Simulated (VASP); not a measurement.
Input of a VASP 6.6.1 run:

Contents of INCAR:

```
PREC     = Accurate       # precision mode
ENCUT    = 520            # plane-wave cutoff, eV
EDIFF    = 1E-8           # SCF threshold, eV
ISMEAR   = -1             # smearing method
SIGMA    = 0.1            # smearing width, eV
LREAL    = Auto         
LASPH    = True           # aspherical terms in the spheres
NELM     = 60             # most SCF steps
ALGO     = Normal         # electronic algorithm
ISIF     = 2              # what is computed and relaxed
LWAVE    = False          # write WAVECAR
LCHARG   = False          # write CHGCAR
GGA      = PE             # functional
LEFG     = True         
NELECT   = 422.0        
NBANDS   = 239            # bands
LUSENCCL = False
```

Contents of KPOINTS:

```
Automatic mesh
0
Gamma
  3 3 1
```

File POSCAR:

```
Zn23S24
1.0
    7.6240000000      0.0000000000      0.0000000000
   -3.8120000000      6.6025776784      0.0000000000
    0.0000000000      0.0000000000     18.6899900000
Zn S
23 24
Direct
    0.0000000000      0.5000000000      0.0000000000
    0.5000000000      0.0000000000      0.0000000000
    0.5000000000      0.5000000000      0.0000000000
    0.0000000000      0.0000000000      0.5000000000
    0.0000000000      0.5000000000      0.5000000000
    0.5000000000      0.0000000000      0.5000000000
    0.5000000000      0.5000000000      0.5000000000
    0.1666666666      0.3333333334      0.1666700000
    0.1666666666      0.8333333334      0.1666700000
    0.6666666666      0.3333333334      0.1666700000
    0.6666666666      0.8333333334      0.1666700000
    0.3333333334      0.1666666666      0.6666700000
    0.3333333334      0.6666666666      0.6666700000
    0.8333333334      0.1666666666      0.6666700000
    0.8333333334      0.6666666666      0.6666700000
    0.3333333334      0.1666666666      0.3333300000
    0.3333333334      0.6666666666      0.3333300000
    0.8333333334      0.1666666666      0.3333300000
    0.8333333334      0.6666666666      0.3333300000
    0.1666666666      0.3333333334      0.8333300000
    0.1666666666      0.8333333334      0.8333300000
    0.6666666666      0.3333333334      0.8333300000
    0.6666666666      0.8333333334      0.8333300000
    0.0000000000      0.0000000000      0.1250000000
    0.0000000000      0.5000000000      0.1250000000
    0.5000000000      0.0000000000      0.1250000000
    0.5000000000      0.5000000000      0.1250000000
    0.0000000000      0.0000000000      0.6250000000
    0.0000000000      0.5000000000      0.6250000000
    0.5000000000      0.0000000000      0.6250000000
    0.5000000000      0.5000000000      0.6250000000
    0.1666666666      0.3333333334      0.2916700000
    0.1666666666      0.8333333334      0.2916700000
    0.6666666666      0.3333333334      0.2916700000
    0.6666666666      0.8333333334      0.2916700000
    0.3333333334      0.1666666666      0.7916700000
    0.3333333334      0.6666666666      0.7916700000
    0.8333333334      0.1666666666      0.7916700000
    0.8333333334      0.6666666666      0.7916700000
    0.3333333334      0.1666666666      0.4583300000
    0.3333333334      0.6666666666      0.4583300000
    0.8333333334      0.1666666666      0.4583300000
    0.8333333334      0.6666666666      0.4583300000
    0.1666666666      0.3333333334      0.9583300000
    0.1666666666      0.8333333334      0.9583300000
    0.6666666666      0.3333333334      0.9583300000
    0.6666666666      0.8333333334      0.9583300000
```

Potentials or basis: VASP PAW PBE potentials, release 64 (Zn, S).

Command:

```bash
$ cat potpaw_PBE.64/Zn/POTCAR potpaw_PBE.64/S/POTCAR > POTCAR
$ mpirun -np 1 vasp_std > vasp.out
```

(1) What does it give for the largest force?

Results:

(1) 1.128 eV/Å.

Caveat: the cell carries a net charge on a neutralising background, which shifts energy and pressure; without QUAD_EFG the Cq values of the log hold for a quadrupole moment of 1 mb, not for the nuclei.
